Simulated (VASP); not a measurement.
# GaSb (zincblende type) (F-43m) in VASP: further runs, part 4 of 4

VASP 6.6.1.

### 6 Electric field gradients, r2SCAN (functional r2scan, volume scaled by 0.96)

The input, POSCAR:

```
GaSb
1.0
    0.0000000000      3.0660524128      3.0660524128
    3.0660524128      0.0000000000      3.0660524128
    3.0660524128      3.0660524128      0.0000000000
Ga Sb
1 1
Direct
    0.0000000000      0.0000000000      0.0000000000
    0.2500000000      0.2500000000      0.2500000000
```

The input, INCAR.step1:

```
PREC = Accurate
ENCUT = 520
ISMEAR = -1
SIGMA = 0.08
LREAL = False
LASPH = True
NELM = 80
NBANDS = 16
GGA = PE
ALGO = Normal
EDIFF = 1E-4
LWAVE = True
LCHARG = False
```

The input, INCAR.step2:

```
PREC = Accurate
ENCUT = 520
EDIFF = 1E-8
ISMEAR = -1
SIGMA = 0.08
LREAL = False
LASPH = True
NELM = 80
ALGO = Normal
ISIF = 2
LWAVE = False
LCHARG = False
METAGGA = R2SCAN
LMIXTAU = True
LEFG = True
NBANDS = 16
ISTART = 1
```

The input, KPOINTS:

```
regular mesh
0
Gamma
  9 9 9
```

Potentials or basis: VASP PAW PBE potentials, release 64 (Ga_d, Sb).

The run is started by

```
> cat potpaw_PBE.64/Ga_d/POTCAR potpaw_PBE.64/Sb/POTCAR > POTCAR
> cp INCAR.step1 INCAR
> mpirun -np 1 vasp_std > vasp.out
> cp INCAR.step2 INCAR
> mpirun -np 1 vasp_std > vasp.out
```

OUTCAR:

```text
PREC = Accurate
   ENCUT = 520
   EDIFF = 1E-8
   ISMEAR = -1
   LREAL = False
   LASPH = True
   NELM = 80
   ISIF = 2
   METAGGA = R2SCAN
   ISTART = 1

 ion  position               nearest neighbor table
   1  0.000  0.000  0.000-   2 2.66   2 2.66   2 2.66   2 2.66
   2  0.250  0.250  0.250-   1 2.66   1 2.66   1 2.66   1 2.66

  LATTYP: Found a face centered cubic cell.
 ALAT       =     6.1321048256

  Lattice vectors:

 A1 = (   0.0000000000,   3.0660524128,   3.0660524128)
 A2 = (   3.0660524128,   0.0000000000,   3.0660524128)
 A3 = (   3.0660524128,   3.0660524128,   0.0000000000)

Analysis of symmetry for initial positions (statically):
=====================================================================
 Subroutine PRICEL returns:
 Original cell was already a primitive cell.

 Routine SETGRP: Setting up the symmetry group for a
 face centered cubic supercell.

 Subroutine GETGRP returns: Found 24 space group operations
 (whereof 24 operations were pure point group operations)
 out of a pool of 48 trial point group operations.

The static configuration has the point symmetry T_d .

Analysis of symmetry for dynamics (positions and initial velocities):
=====================================================================
 Subroutine PRICEL returns:
 Original cell was already a primitive cell.

 Routine SETGRP: Setting up the symmetry group for a
 face centered cubic supercell.

 Subroutine GETGRP returns: Found 24 space group operations
 (whereof 24 operations were pure point group operations)
 out of a pool of 48 trial point group operations.

The dynamic configuration has the point symmetry T_d .

 Subroutine INISYM returns: Found 24 space group operations
 (whereof 24 operations are pure point group operations),
 and found     1 'primitive' translations

----------------------------------------------------------------------------------------

                                     Primitive cell

  volume of cell :      57.6459

  direct lattice vectors                    reciprocal lattice vectors
     0.000000000  3.066052413  3.066052413    -0.163076142  0.163076142  0.163076142
     3.066052413  0.000000000  3.066052413     0.163076142 -0.163076142  0.163076142
     3.066052413  3.066052413  0.000000000     0.163076142  0.163076142 -0.163076142

  length of vectors
     4.336052905  4.336052905  4.336052905     0.282456164  0.282456164  0.282456164

  position of ions in fractional coordinates (direct lattice)
     0.000000000  0.000000000  0.000000000
     0.250000000  0.250000000  0.250000000

  ion indices of the primitive-cell ions
   primitive index   ion index
                 1           1
                 2           2

----------------------------------------------------------------------------------------
[... 74 lines left out ...]
   IBRION =     -1    ionic relax: 0-MD 1-quasi-New 2-CG
   NFREE  =      0    steps in history (QN), initial steepest desc. (CG)
   ISIF   =      2    stress and relaxation
   ISYM   =      2    0-nonsym 1-usesym 2-fastsym
   POTIM  = 0.5000    time-step for ionic-motion
   TEBEG  =    0.0;   TEEND  =   0.0 temperature during run
   PSTRESS=    0.0 pullay stress
   NELECT =      18.0000    total number of electrons
   NUPDOWN=      -1.0000    fix difference up-down
   EMIN   =  10.00;   EMAX   =-10.00  energy-range for DOS
   EFERMI =   0.00;   METHOD = LEGACY
   ISMEAR =    -1;   SIGMA  =   0.08  broadening in eV -4-tet -1-fermi 0-gaus
   EFERMI_NEDOS =   21; number of points for ismear=-14 and -15
   IALGO  =     38    algorithm
   IMIX   =      4    mixing-type and parameters
     AMIX     =   0.40;   BMIX     =  1.00
     AMIX_MAG =   1.60;   BMIX_MAG =  1.00
  volume/ion in A,a.u.               =      28.82       194.51
  Fermi-wavevector in a.u.,A,eV,Ry     =   1.110647  2.098819 16.783290  1.233537
  Thomas-Fermi vector in A             =   2.247201
   LORBIT       =      0    0 simple, 1 ext, 2 COOP (PROOUT), +10 PAW based schemes
   METAGGA = R2SCAN    functional components
   LHFCALC =     F    Hartree Fock is set to
   AEXX    =    0.0000 exact exchange contribution
   IVDW    =     0    specifies the selected vdW correction
   LEPSILON=     F    determine dielectric tensor
   LRPA    =     F    only Hartree local field effects (RPA)
 non-spin polarized calculation
  energy-cutoff  :      520.00
  volume of cell :       57.65
 maximum number of plane-waves:      1566
   NGX = 17   NGY = 17   NGZ = 17

 number of electron      17.9999989 magnetization

 Free energy of the ion-electron system (eV)
  ---------------------------------------------------
  ext. energy  EPLUGINS =         0.00000000
  ---------------------------------------------------
  free energy    TOTEN  =       -37.60360229 eV

  energy without entropy =      -37.60323591  energy(sigma->0) =      -37.60341910

 E-fermi :   4.8701     XC(G=0):  -9.6897

 val. band max:        4.6139497235   @ k =   0.0000   0.0000   0.0000
 cond. band min:       5.0109677117   @ k =   0.0000   0.0000   0.0000
 fundamental gap:      0.3970179883
 Fermi energy:         4.8700706972

 k-point     1 :       0.0000    0.0000    0.0000
  band No.  band energies     occupation
      1     -10.8693      2.00000
      2     -10.8693      2.00000
      3     -10.8693      2.00000
      4     -10.8133      2.00000
      5     -10.8133      2.00000
      6      -7.2684      2.00000
[... 433 lines left out ...]
      3     -10.8439      2.00000
      4     -10.8254      2.00000
      5     -10.8089      2.00000
      6      -4.8792      2.00000
[... 8 lines left out ...]
     15      16.2635      0.00000
     16      16.4359      0.00000

 [... further k-points ...]

------------------------ aborting loop because EDIFF is reached ----------------------------------------

  FORCE on cell =-STRESS in cart. coord.  units (eV):
  Direction    XX          YY          ZZ          XY          YZ          ZX
  --------------------------------------------------------------------------------------
  -------------------------------------------------------------------------------------
  Total        0.0392948      0.0392948      0.0392948      0.0000000      0.0000000      0.0000000
  in kB        1.0921360      1.0921360      1.0921360      0.0000000      0.0000000      0.0000000
  external PRESSURE =       1.0921360 kB  Pullay stress =       0.0000000 kB

 VOLUME and BASIS-vectors are now :
 -----------------------------------------------------------------------------
  energy-cutoff  :      520.00
  volume of cell :       57.65
      direct lattice vectors                 reciprocal lattice vectors
     0.000000000  3.066052413  3.066052413    -0.163076142  0.163076142  0.163076142
     3.066052413  0.000000000  3.066052413     0.163076142 -0.163076142  0.163076142
     3.066052413  3.066052413  0.000000000     0.163076142  0.163076142 -0.163076142

 POSITION                                       TOTAL-FORCE (eV/Angst)
 -----------------------------------------------------------------------------------
      0.00000      0.00000      0.00000        -0.000000     -0.000000     -0.000000
      1.53303      1.53303      1.53303         0.000000      0.000000      0.000000
 -----------------------------------------------------------------------------------
    total drift:                               -0.000002     -0.000002     -0.000002

  FREE ENERGIE OF THE ION-ELECTRON SYSTEM (eV)
  ---------------------------------------------------
  free  energy   TOTEN  =       -37.6036022935 eV

  energy  without entropy=      -37.6032359140  energy(sigma->0) =      -37.60341910

 Electric field gradients (V/A^2)
---------------------------------------------------------------------
 ion       V_xx      V_yy      V_zz      V_xy      V_xz      V_yz
---------------------------------------------------------------------
   1       0.000    -0.000    -0.000    -0.001    -0.001    -0.001
   2      -0.000     0.000     0.000     0.000     0.000     0.000
---------------------------------------------------------------------

 Electric field gradients after diagonalization (V/A^2)
 (convention: |V_zz| > |V_xx| > |V_yy|)
----------------------------------------------------------------------
 ion       V_xx      V_yy      V_zz     asymmetry (V_yy - V_xx)/ V_zz
----------------------------------------------------------------------
   1       0.001     0.001    -0.002       0.000
   2      -0.000    -0.000     0.000       0.000
----------------------------------------------------------------------

           NMR quadrupolar parameters

 Cq : quadrupolar parameter    Cq=e*Q*V_zz/h
 eta: asymmetry parameters     (V_yy - V_xx)/ V_zz
 Q  : nuclear electric quadrupole moment in mb (millibarn)
----------------------------------------------------------------------
 ion       Cq(MHz)       eta       Q (mb)
----------------------------------------------------------------------
   1      -0.000       0.000       1.000
   2       0.000       0.000       1.000
----------------------------------------------------------------------
```

Run time: 3.8 min. Hardware: 1 thread of AMD EPYC 7R13, shared host; peak memory 0.18 GiB.

Results:

```
Free energy            : -37.6036 eV
Pressure               : 0.1 GPa
Band gap on the k mesh : 0.40 eV, direct
```

Caveat: without QUAD_EFG the Cq values of the log hold for a quadrupole moment of 1 mb, not for the nuclei; the PAW data sets were made with another functional, which shifts forces and pressure a little; spin-orbit coupling is left out, which moves the levels of the heavy elements. A k mesh can miss the band edges.

### 7 The runs side by side

```tsv
level	potentials or basis	cell	gap on the mesh (eV)	pressure (GPa)
PBE	VASP PAW PBE potentials, release 64 (Ga_d, Sb)	a = 4.439 Å, angles 60.0°, 2 atoms	none	-1.2
PBE	VASP PAW PBE potentials, release 64 (Ga_d, Sb)	a = 4.482 Å, angles 60.0°, 2 atoms	none	-2.2
PBEsol	VASP PAW PBE potentials, release 64 (Ga_d, Sb)	a = 4.395 Å, angles 60.0°, 2 atoms	none	-2.2
LDA	VASP PAW LDA potentials, release 64 (Ga_d, Sb)	a = 4.453 Å, angles 60.0°, 2 atoms	none	-4.9
r2SCAN	VASP PAW PBE potentials, release 64 (Ga_d, Sb)	a = 4.336 Å, angles 60.0°, 2 atoms	0.40	0.1
```

Alike in all rows: task electric field gradients; no spin polarisation; k mesh 9 × 9 × 9; cutoff (eV) 520; smearing fermi-dirac 0.08 eV.

Caveats: spin-orbit coupling is left out, which moves the levels of the heavy elements; the PAW data sets were made with another functional, which shifts forces and pressure a little (some runs).

Total energies depend on the potentials used, so only differences within one code and one set of settings carry meaning.
